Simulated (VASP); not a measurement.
Set up this calculation in VASP 6.6.1, as the native input.

| Property | Result |
| --- | --- |
| Task | relaxation of cell and atoms |
| Functional | PBEsol |
| Potentials or basis | VASP PAW PBE potentials, release 64 (Ge_d) |
| Cutoff | 600 eV |
| k mesh | 12 × 12 × 6 |
| Occupations | gaussian, width 0.1 eV |
| Spin | no spin polarisation |
| Dipole correction | no |
| Further INCAR settings | ALGO = Normal; EDIFF = 1e-06; IBRION = 2; EDIFFG = -0.05; NSW = 80; ISIF = 3 |

The structure of Ge lies in POSCAR:

```
Ge
1.0
    2.3868228466      0.0000000000      0.0000000000
   -1.1934114233      2.0670492195      0.0000000000
    0.0000000000      0.0000000000      3.7780126532
Ge
2
Direct
    0.3333333333      0.6666666667      0.2500000000
    0.6666666667      0.3333333333      0.7500000000
```

This isn't the form of Ge at room conditions, which is diamond.

One way to write it, as run:

INCAR

```
SYSTEM = Ge
PREC = Accurate
ENCUT = 600
EDIFF = 1E-6
ISMEAR = 0
SIGMA = 0.1
LREAL = .False.
LASPH = .True.
NELM = 100
ALGO = Normal
ISIF = 3
LWAVE = .False.
LCHARG = .False.
GGA = PS
IBRION = 2
NSW = 80
EDIFFG = -0.05
```

KPOINTS

```
regular mesh
0
Gamma
  12 12 6
  0 0 0
```

Potentials or basis: VASP PAW PBE potentials, release 64 (Ge_d).

Launch:

```sh
$ cat potpaw_PBE.64/Ge_d/POTCAR > POTCAR
$ mpirun -np 1 vasp_std > vasp.out
```

It gave:

```
Relaxed volume                        : 18.23 Å³/atom
Relaxed cell                          : a = 2.970 Å, b = 2.970 Å, c = 4.775 Å, α = 90.00°, β = 90.00°, γ = 120.00°
Space group after relaxing (to 0.1 Å) : P6_3/mmc (No. 194)
Energy gained by relaxing             : 3468.4 meV/atom
Ionic steps                           : 8
Pressure after relaxing               : 0.1 GPa
Band gap on the k mesh                : zero (bands 14 and 15 overlap by 9.99 eV)
```

Caveat: the volume moved by over 15 % at a fixed basis, so the end points are rough; the PAW data sets were made with another functional, which shifts forces and pressure a little.

It took 3.3 min on 1 thread of Intel Xeon 8259CL, with other jobs on the host, peak memory 0.15 GiB.
